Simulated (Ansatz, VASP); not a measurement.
# One calculation of Rb, two programs

```
Rb
1.0
     5.04241    0.00000    0.00000
    -2.52120    4.36685    0.00000
     0.00000    0.00000    8.31552
Rb
2
Direct
  0.33333 0.66667 0.25000
  0.66667 0.33333 0.75000
```

Alike in both runs: task single point; functional revPBE; k mesh 8 × 8 × 4; occupations fermi-dirac, width 0.1 eV; no spin polarisation.

|  | VASP | Ansatz |
| --- | --- | --- |
| version | VASP 6.6.1 | Ansatz 0.2.0 |
| potentials or method | VASP PAW PBE potentials, release 64 (Rb_sv), cutoff 520 eV | plane waves (420 eV) with PAW, scalar-relativistic |
| valence electrons in the cell | 18 | 18 |

|  | VASP | Ansatz | Ansatz less VASP |
| --- | --- | --- | --- |
| pressure (GPa) | 0.2 | 0.2 | 0.00 |

VASP's potentials were made for PBE, not for revPBE.
